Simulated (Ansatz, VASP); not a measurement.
# CoSn2 in VASP and in Ansatz

Contents of INCAR:

```
PREC = Accurate
ENCUT = 600
EDIFF = 1E-7
ISMEAR = 0
SIGMA = 0.1
LREAL = F
LASPH = T
NELM = 80
ALGO = Normal
ISIF = 3
LWAVE = F
LCHARG = F
GGA = PS
IBRION = 2
NSW = 80
EDIFFG = -0.01
```

The input KPOINTS:

```
Automatic mesh
0
Gamma
  1 1 1
```

POSCAR

```
CoSn2
1.0
   -3.1825000000      3.1825000000      2.7285000000
    3.1825000000     -3.1825000000      2.7285000000
    3.1825000000      3.1825000000     -2.7285000000
Co Sn
2 4
Direct
    0.2500000000      0.2500000000      0.0000000000
    0.7500000000      0.7500000000      0.0000000000
    0.6580000000      0.1580000000      0.8160000000
    0.1580000000      0.3420000000      0.5000000000
    0.3420000000      0.8420000000      0.1840000000
    0.8420000000      0.6580000000      0.5000000000
```

Input for Ansatz:

```yaml
crystal:
  lattice:
    - [-3.1825, 3.1825, 2.7285]
    - [3.1825, -3.1825, 2.7285]
    - [3.1825, 3.1825, -2.7285]
  atoms:
    - { symbol: Co, position: [0.25, 0.25, 0.0] }
    - { symbol: Co, position: [0.75, 0.75, 0.0] }
    - { symbol: Sn, position: [0.658, 0.158, 0.816] }
    - { symbol: Sn, position: [0.158, 0.342, 0.5] }
    - { symbol: Sn, position: [0.342, 0.842, 0.184] }
    - { symbol: Sn, position: [0.842, 0.658, 0.5] }
basis:
  ecutwfc: 420
kpoints:
  mp_grid: { grid: [1, 1, 1] }
hamiltonian:
  xc: pbesol
scf:
  occupations: { method: gaussian, width: 0.1 }
output:
  forces: true
  stress: true
  eigenvalues: true
relax:
  adjacent_minimum: "off"
  f_tol: 0.01
  max_steps: 60
  cell: { stress_tol: 0.05 }
```

Alike in both runs: task relaxation of cell and atoms; functional PBEsol; k mesh 1 × 1 × 1; occupations gaussian, width 0.1 eV; no spin polarisation.

|  | VASP | Ansatz |
| --- | --- | --- |
| version | VASP 6.6.1 | Ansatz 0.2.0 |
| potentials or method | VASP PAW PBE potentials, release 64 (Co, Sn_d), cutoff 600 eV | scalar-relativistic, plane waves, PAW |
| valence electrons in the cell | 74 | 90 |

VASP gave:

* gap on the k mesh at the Fermi level, each at its own relaxed structure (eV): 1.44
* relaxed volume (Å³/atom): 18.73
* relaxed cell length with the largest relative difference (Å): 5.266

Question: What did Ansatz give for the same quantities?

Answer: gap on the k mesh at the Fermi level, each at its own relaxed structure (eV): 1.47; relaxed volume (Å³/atom): 18.75; relaxed cell length with the largest relative difference (Å): 5.268.

VASP's potentials were made for PBE, not for PBEsol. VASP's potentials hold 74 valence electrons a cell and Ansatz's 90, so a difference there can come from the potentials and not from the codes.

The k mesh is coarse, so the values compare programs but aren't converged.
